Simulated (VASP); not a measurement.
# InAs (F-43m) in VASP: further runs

InAs is run at these levels: PBE; tasks: relaxation of cell and atoms.

Program: VASP 6.6.1. These are calculated values, not measurements. Logs are shortened: lines on timing, memory, paths and dates and some standing lists are left out, and cuts for length are marked.

## 1. The cell of the first run

Symmetry: F-43m, No. 216, cubic system. The conventional cell has a = 6.076 Å, b = 6.076 Å, c = 6.076 Å, α = 90.00°, β = 90.00°, γ = 90.00°. In (site symmetry -43m) has 4 As at 2.63 Å within 3.5 Å. Within 3.5 Å of As (site symmetry -43m) lie 4 In at 2.63 Å.

## 2. Relaxation of cell and atoms, PBE, target pressure 8 GPa, at which the enthalpy is minimised

Input file INCAR:

```
  PREC = Accurate
  ENCUT = 600
  EDIFF = 1E-6
  ISMEAR = -1
  SIGMA = 0.15
  LREAL = False
  LASPH = True
  NELM = 60
  ALGO = Normal
  ISIF = 3
  LWAVE = False
  LCHARG = False
  GGA = PE
  IBRION = 2
  NSW = 80
  EDIFFG = -0.001
  PSTRESS = 80.0
```

Input file KPOINTS:

```
Automatic mesh
0
Gamma
  12 12 12
```

Input file POSCAR:

```
InAs
1.0
    0.0000000000      3.0380341905      3.0380341905
    3.0380341905      0.0000000000      3.0380341905
    3.0380341905      3.0380341905      0.0000000000
In As
1 1
Direct
    0.0000000000      0.0000000000      0.0000000000
    0.7500000000      0.7500000000      0.7500000000
```

Potentials or basis: VASP PAW PBE potentials, release 64 (In_d, As).

Started as:

```
$ cat potpaw_PBE.64/In_d/POTCAR potpaw_PBE.64/As/POTCAR > POTCAR
$ mpirun -np 1 vasp_std > vasp.out
```

OUTCAR:

```text
PREC = Accurate
   ENCUT = 600
   EDIFF = 1E-6
   ISMEAR = -1
   LREAL = False
   LASPH = True
   NELM = 60
   ISIF = 3
   GGA = PE
   IBRION = 2
   NSW = 80
   EDIFFG = -0.001
   PSTRESS = 80.0

 ion  position               nearest neighbor table
   1  0.000  0.000  0.000-   2 2.63   2 2.63   2 2.63   2 2.63
   2  0.750  0.750  0.750-   1 2.63   1 2.63   1 2.63   1 2.63

  LATTYP: Found a face centered cubic cell.
 ALAT       =     6.0760683810

  Lattice vectors:

 A1 = (   0.0000000000,   3.0380341905,   3.0380341905)
 A2 = (   3.0380341905,   0.0000000000,   3.0380341905)
 A3 = (   3.0380341905,   3.0380341905,   0.0000000000)

Analysis of symmetry for initial positions (statically):
=====================================================================
 Subroutine PRICEL returns:
 Original cell was already a primitive cell.

 Routine SETGRP: Setting up the symmetry group for a
 face centered cubic supercell.

 Subroutine GETGRP returns: Found 24 space group operations
 (whereof 24 operations were pure point group operations)
 out of a pool of 48 trial point group operations.

The static configuration has the point symmetry T_d .

Analysis of symmetry for dynamics (positions and initial velocities):
=====================================================================
 Subroutine PRICEL returns:
 Original cell was already a primitive cell.

 Routine SETGRP: Setting up the symmetry group for a
 face centered cubic supercell.

 Subroutine GETGRP returns: Found 24 space group operations
 (whereof 24 operations were pure point group operations)
 out of a pool of 48 trial point group operations.

The dynamic configuration has the point symmetry T_d .

 Subroutine INISYM returns: Found 24 space group operations
 (whereof 24 operations are pure point group operations),
 and found     1 'primitive' translations

----------------------------------------------------------------------------------------

                                     Primitive cell

  volume of cell :      56.0800

  direct lattice vectors                    reciprocal lattice vectors
     0.000000000  3.038034190  3.038034190    -0.164580110  0.164580110  0.164580110
     3.038034190  0.000000000  3.038034190     0.164580110 -0.164580110  0.164580110
     3.038034190  3.038034190  0.000000000     0.164580110  0.164580110 -0.164580110

  length of vectors
     4.296429155  4.296429155  4.296429155     0.285061112  0.285061112  0.285061112

  position of ions in fractional coordinates (direct lattice)
     0.000000000  0.000000000  0.000000000
     0.750000000  0.750000000  0.750000000

  ion indices of the primitive-cell ions
   primitive index   ion index
                 1           1
                 2           2

----------------------------------------------------------------------------------------

 KPOINTS: Automatic mesh

Automatic generation of k-mesh.
 Grid dimensions read from file:
 generate k-points for:   12   12   12

 Generating k-lattice:

  Cartesian coordinates                     Fractional coordinates (reciprocal lattice)
    -0.013715009  0.013715009  0.013715009     0.083333333  0.000000000  0.000000000
     0.013715009 -0.013715009  0.013715009     0.000000000  0.083333333  0.000000000
     0.013715009  0.013715009 -0.013715009     0.000000000  0.000000000  0.083333333

  Length of vectors
     0.023755093  0.023755093  0.023755093

  Shift w.r.t. Gamma in fractional coordinates (k-lattice)
     0.000000000  0.000000000  0.000000000

 Subroutine IBZKPT returns following result:
 ===========================================

 Found     72 irreducible k-points:

 Following reciprocal coordinates:
            Coordinates               Weight
  0.000000  0.000000  0.000000      1.000000
  0.083333  0.000000  0.000000      8.000000
  0.166667  0.000000  0.000000      8.000000
  0.250000  0.000000  0.000000      8.000000
  0.333333  0.000000  0.000000      8.000000
  0.416667  0.000000  0.000000      8.000000
[... 16 lines left out ...]
  0.500000  0.166667  0.000000     24.000000
 -0.416667  0.166667  0.000000     24.000000
 [... further k-points ...]
   k-points           NKPTS =     72   k-points in BZ     NKDIM =     72   number of bands    NBANDS=     13
   number of dos      NEDOS =    301   number of ions     NIONS =      2
   total plane-waves  NPLWV =  46656
   dimension x,y,z NGX =    36 NGY =   36 NGZ =   36
   dimension x,y,z NGXF=    72 NGYF=   72 NGZF=   72
   ions per type =               1   1
   NGX,Y,Z   is equivalent  to a cutoff of  13.93, 13.93, 13.93 a.u.
   NGXF,Y,Z  is equivalent  to a cutoff of  27.86, 27.86, 27.86 a.u.
 SYSTEM =  unknown system
   PREC   = accura    normal or accurate (medium, high low for compatibility)
   ISTART =      0    job   : 0-new  1-cont  2-samecut
   ICHARG =      2    charge: 1-file 2-atom 10-const
   ISPIN  =      1    spin polarized calculation?
   LNONCOLLINEAR =      F non collinear calculations
   LSORBIT =      F    spin-orbit coupling
   LASPH  =      T    aspherical Exc in radial PAW
   ENCUT  =  600.0 eV  44.10 Ry    6.64 a.u.   8.58  8.58  8.58*2*pi/ulx,y,z
   NELM   =     60;   NELMIN=  2; NELMDL= -5     # of ELM steps
   EDIFF  = 0.1E-05   stopping-criterion for ELM
   LREAL  =      F    real-space projection
   EDIFFG = -.1E-02   stopping-criterion for IOM
   NSW    =     80    number of steps for IOM
   IBRION =      2    ionic relax: 0-MD 1-quasi-New 2-CG
   NFREE  =      1    steps in history (QN), initial steepest desc. (CG)
   ISIF   =      3    stress and relaxation
   ISYM   =      2    0-nonsym 1-usesym 2-fastsym
   POTIM  = 0.5000    time-step for ionic-motion
   TEBEG  =    0.0;   TEEND  =   0.0 temperature during run
   PSTRESS=   80.0 pullay stress
   NELECT =      18.0000    total number of electrons
   NUPDOWN=      -1.0000    fix difference up-down
   EMIN   =  10.00;   EMAX   =-10.00  energy-range for DOS
   EFERMI =   0.00;   METHOD = LEGACY
   ISMEAR =    -1;   SIGMA  =   0.15  broadening in eV -4-tet -1-fermi 0-gaus
   EFERMI_NEDOS =   21; number of points for ismear=-14 and -15
   IALGO  =     38    algorithm
   IMIX   =      4    mixing-type and parameters
     AMIX     =   0.40;   BMIX     =  1.00
     AMIX_MAG =   1.60;   BMIX_MAG =  1.00
  volume/ion in A,a.u.               =      28.04       189.22
  Fermi-wavevector in a.u.,A,eV,Ry     =   1.120890  2.118175 17.094285  1.256394
  Thomas-Fermi vector in A             =   2.257540
   LORBIT       =      0    0 simple, 1 ext, 2 COOP (PROOUT), +10 PAW based schemes
   GGA     = PE    functional components
   LHFCALC =     F    Hartree Fock is set to
   AEXX    =    0.0000 exact exchange contribution
   IVDW    =     0    specifies the selected vdW correction
   LEPSILON=     F    determine dielectric tensor
   LRPA    =     F    only Hartree local field effects (RPA)
 conjugate gradient relaxation of ions
 non-spin polarized calculation
  energy-cutoff  :      600.00
  volume of cell :       56.08
 maximum number of plane-waves:      1895
 NGX is ok and might be reduce to    36
   NGX = 17   NGY = 17   NGZ = 17

--------------------------------------- Ionic step        1  -------------------------------------------

 number of electron      18.0000004 magnetization

 Free energy of the ion-electron system (eV)
  ---------------------------------------------------
  ext. energy  EPLUGINS =         0.00000000
  ---------------------------------------------------
  free energy    TOTEN  =        -7.69165805 eV

  energy without entropy =       -7.68862746  energy(sigma->0) =       -7.69014276

 E-fermi :   4.7594     XC(G=0):  -9.0304

 val. band max:        4.3619122501   @ k =   0.0000   0.0000   0.0000
 cond. band min:       5.1384187678   @ k =   0.0833   0.0000   0.0000
 fundamental gap:      0.7765065177
 Fermi energy:         4.7594129520

 k-point     1 :       0.0000    0.0000    0.0000
  band No.  band energies     occupation
      1      -9.9994      2.00000
      2      -9.9994      2.00000
      3      -9.9994      2.00000
      4      -9.8793      2.00000
      5      -9.8793      2.00000
      6      -7.4072      2.00000
      7       4.0933      1.97671
      8       4.3619      1.86802
      9       4.3619      1.86802
     10       4.3619      1.86802
     11       8.2641      0.00000
     12       8.2641      0.00000
     13       8.2641      0.00000
[... 353 lines left out ...]
 k-point    24 :      -0.4167    0.1667    0.0000
  band No.  band energies     occupation
      1     -10.1242      2.00000
      2      -9.9632      2.00000
      3      -9.9578      2.00000
      4      -9.8786      2.00000
      5      -9.8734      2.00000
      6      -5.8367      2.00000
      7      -1.2007      2.00000
      8       2.0122      2.00000
      9       3.1234      1.99996
     10       6.5497      0.00001
     11       8.7025      0.00000
     12       9.7520      0.00000
     13      11.2742      0.00000

 [... further k-points ...]

------------------------ aborting loop because EDIFF is reached ----------------------------------------

  FORCE on cell =-STRESS in cart. coord.  units (eV):
  Direction    XX          YY          ZZ          XY          YZ          ZX
  --------------------------------------------------------------------------------------
  -------------------------------------------------------------------------------------
  Total        1.0771404      1.0771404      1.0771404      0.0000000      0.0000000      0.0000000
  in kB       30.7733606     30.7733606     30.7733606      0.0000000      0.0000000      0.0000000
  external PRESSURE =     -49.2266394 kB  Pullay stress =      80.0000000 kB
[... 251 lines left out ...]
  enthalpy is  TOTEN    =        -4.9511764486 eV   P V=        2.6176908131

--------------------------------------- Ionic step        8  -------------------------------------------

 number of electron      17.9999999 magnetization

 Free energy of the ion-electron system (eV)
  ---------------------------------------------------
  ext. energy  EPLUGINS =         0.00000000
  ---------------------------------------------------
  free energy    TOTEN  =        -7.56860553 eV

  energy without entropy =       -7.56670864  energy(sigma->0) =       -7.56765709

 E-fermi :   5.5051     XC(G=0):  -9.3285

 val. band max:        5.1417408835   @ k =   0.0000   0.0000   0.0000
 cond. band min:       6.0580353998   @ k =   0.0833   0.0000   0.0000
 fundamental gap:      0.9162945163
 Fermi energy:         5.5050677881

 k-point     1 :       0.0000    0.0000    0.0000
  band No.  band energies     occupation
      1      -9.4486      2.00000
      2      -9.4486      2.00000
      3      -9.4486      2.00000
      4      -9.2988      2.00000
      5      -9.2988      2.00000
      6      -7.1571      2.00000
      7       5.0632      1.90013
      8       5.0632      1.90013
      9       5.0632      1.90013
     10       5.1417      1.83701
     11       8.9901      0.00000
     12       8.9901      0.00000
     13       8.9901      0.00000
[... 353 lines left out ...]
 k-point    24 :      -0.4167    0.1667    0.0000
  band No.  band energies     occupation
      1      -9.6109      2.00000
      2      -9.4032      2.00000
      3      -9.3960      2.00000
      4      -9.2983      2.00000
      5      -9.2915      2.00000
      6      -5.3492      2.00000
      7      -0.8224      2.00000
      8       2.5069      2.00000
      9       3.6923      1.99999
     10       7.4056      0.00001
     11       9.4330      0.00000
     12      10.5419      0.00000
     13      12.2580      0.00000

 [... further k-points ...]

------------------------ aborting loop because EDIFF is reached ----------------------------------------

  FORCE on cell =-STRESS in cart. coord.  units (eV):
  Direction    XX          YY          ZZ          XY          YZ          ZX
  --------------------------------------------------------------------------------------
  -------------------------------------------------------------------------------------
  Total        2.6178317      2.6178317      2.6178317      0.0000000      0.0000000      0.0000000
  in kB       80.0123007     80.0123007     80.0123007      0.0000000      0.0000000      0.0000000
  external PRESSURE =       0.0123007 kB  Pullay stress =      80.0000000 kB
[... 17 lines left out ...]
  FREE ENERGIE OF THE ION-ELECTRON SYSTEM (eV)
  ---------------------------------------------------
  free  energy   TOTEN  =        -7.5686055350 eV

  energy  without entropy=       -7.5667086400  energy(sigma->0) =       -7.56765709

  enthalpy is  TOTEN    =        -4.9511762699 eV   P V=        2.6174292650

 reached required accuracy - stopping structural energy minimisation
```

Wall time 3.3 min (1 thread of Intel Xeon Platinum 8375C at 2.90GHz (Ice Lake), shared host); peak memory 0.27 GiB.

Results:

| Item | Value |
| --- | --- |
| Free energy | -7.5686 eV |
| Relaxed volume | 26.21 Å³/atom |
| Relaxed cell | a = 4.201 Å, b = 4.201 Å, c = 4.201 Å, α = 60.00°, β = 60.00°, γ = 60.00° |
| Space group after relaxing (to 0.05 Å) | F-43m (No. 216) |
| Energy change on relaxing (the enthalpy is what falls) | +61.5 meV/atom |
| Ionic steps | 8 |
| Pressure after relaxing | 8.0 GPa |

Step by step:
```
step  energy change (eV)  largest force (eV/Å)  pressure (GPa)  volume (Å³)
   1              0.0000                0.0000            3.08        56.08
   2              0.3263                0.0000           13.70        49.37
   3              0.1219                0.0000            7.95        52.44
   4              0.1254                0.0000            8.09        52.37
   5              0.1203                0.0000            7.91        52.48
   6              0.1233                0.0000            8.02        52.41
   7              0.1228                0.0000            7.98        52.43
   8              0.1231                0.0000            8.00        52.42
```

Final structure:
```yaml
crystal:
  lattice:
    - [0.00000, 2.97045, 2.97045]
    - [2.97045, 0.00000, 2.97045]
    - [2.97045, 2.97045, 0.00000]
  atoms:
    - { symbol: In, position: [0.00000, 0.00000, 0.00000] }
    - { symbol: As, position: [0.75000, 0.75000, 0.75000] }
```

Caveat: the cell is relaxed towards a set pressure, so the enthalpy falls and the energy may rise; spin-orbit coupling is left out, which moves the levels of the heavy elements.

## 3. Relaxation of cell and atoms, PBE

This run uses another cell than the first one, of 29.60 Å³/atom, 1.056 times its volume.

Input file INCAR:

```
SYSTEM = InAs
  PREC = Accurate
  ENCUT = 600
  EDIFF = 1E-7
  ISMEAR = -1
  SIGMA = 0.15
  LREAL = .False.
  LASPH = .True.
  NELM = 60
  ALGO = Normal
  ISIF = 3
  LWAVE = .False.
  LCHARG = .False.
  GGA = PE
  IBRION = 2
  NSW = 80
  EDIFFG = -0.001
```

Input file KPOINTS:

```
Automatic mesh
0
Gamma
  12 12 12
  0 0 0
```

Input file POSCAR:

```
InAs
1.0
    0.0000000000      3.0933796600      3.0933796600
    3.0933796600      0.0000000000      3.0933796600
    3.0933796600      3.0933796600      0.0000000000
In As
1 1
Direct
    0.0000000000      0.0000000000      0.0000000000
    0.7500000000      0.7500000000      0.7500000000
```

Potentials or basis: VASP PAW PBE potentials, release 64 (In_d, As).

Started as:

```
$ cat potpaw_PBE.64/In_d/POTCAR potpaw_PBE.64/As/POTCAR > POTCAR
$ mpirun -np 1 vasp_std > vasp.out
```

Run time: 1.9 min. Hardware: 1 thread of Intel Xeon Platinum 8375C at 2.90GHz (Ice Lake), shared host; peak memory 0.26 GiB.

It converged, with:

```yaml
Free_energy: -7.7211 eV
Relaxed_volume: 29.65 Å³/atom
Relaxed_cell: a = 4.377 Å, b = 4.377 Å, c = 4.377 Å, α = 60.00°, β = 60.00°, γ = 60.00°
Space_group_after_relaxing_to_0.05_Å: F-43m (No. 216)
Energy_gained_by_relaxing: 0.0 meV/atom
Ionic_steps: 3
Pressure_after_relaxing: 0.0 GPa
Band_gap_on_the_k_mesh: zero (filled and empty bands touch)
```

Final structure:
```cif
data_structure
_symmetry_space_group_name_H-M 'P 1'
_symmetry_Int_Tables_number 1
_cell_length_a 4.3770
_cell_length_b 4.3770
_cell_length_c 4.3770
_cell_angle_alpha 60.000
_cell_angle_beta 60.000
_cell_angle_gamma 60.000
_cell_volume 59.29
loop_
_atom_site_label
_atom_site_type_symbol
_atom_site_fract_x
_atom_site_fract_y
_atom_site_fract_z
_atom_site_occupancy
In1 In 0.00000 0.00000 0.00000 1
As1 As 0.75000 0.75000 0.75000 1
```

Levels at points of the mesh, in eV from the Fermi level:
```
           k point  band 7  band 8  band 9  band 10  band 11  band 12
(0.00, 0.00, 0.00)   -0.91   -0.36   -0.36    -0.36     3.52     3.52
(0.50, 0.00, 0.00)   -5.78   -1.25   -1.25     0.45     4.28     4.28
(0.50, 0.50, 0.00)   -5.90   -2.45   -2.45     1.30     1.68     8.39
```

Caveat: spin-orbit coupling is left out, which moves the levels of the heavy elements.
